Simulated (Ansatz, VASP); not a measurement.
Two plane-wave programs on Ta

```
CELL_PARAMETERS angstrom
-1.65954 1.64302 1.65128
1.65954 -1.64302 1.65128
1.65954 1.64302 -1.65128
ATOMIC_POSITIONS crystal
Ta 0.00000 0.00000 0.00000
```

Change from the starting cell: strain +0.0050 x Voigt [1, -1, 0, 0, 0, 0], atoms carried along.

Alike in both runs: task single point; functional PBEsol; k mesh 20 × 20 × 20; occupations gaussian, width 0.15 eV; no spin polarisation.

|  | VASP | Ansatz |
| --- | --- | --- |
| version | VASP 6.6.1 | Ansatz 0.2.0 |
| potentials or method | VASP PAW PBE potentials, release 64 (Ta_pv), cutoff 520 eV | scalar-relativistic, plane waves, PAW |
| valence electrons in the cell | 11 | 13 |

```tsv
	VASP	Ansatz	Ansatz less VASP
gap on the k mesh at the Fermi level (eV)	none	none	-
pressure (GPa)	-3.6	-3.8	-0.14
traceless stress, the component that is largest in VASP (GPa)	0.62	0.62	+0.001
```

VASP's potentials were made for PBE, not for PBEsol. A gap of «none» marks a metal or a gap that the smearing closes. VASP's potentials hold 11 valence electrons a cell and Ansatz's 13, so a difference there can come from the potentials and not from the codes.

Neither program's run includes spin-orbit coupling.
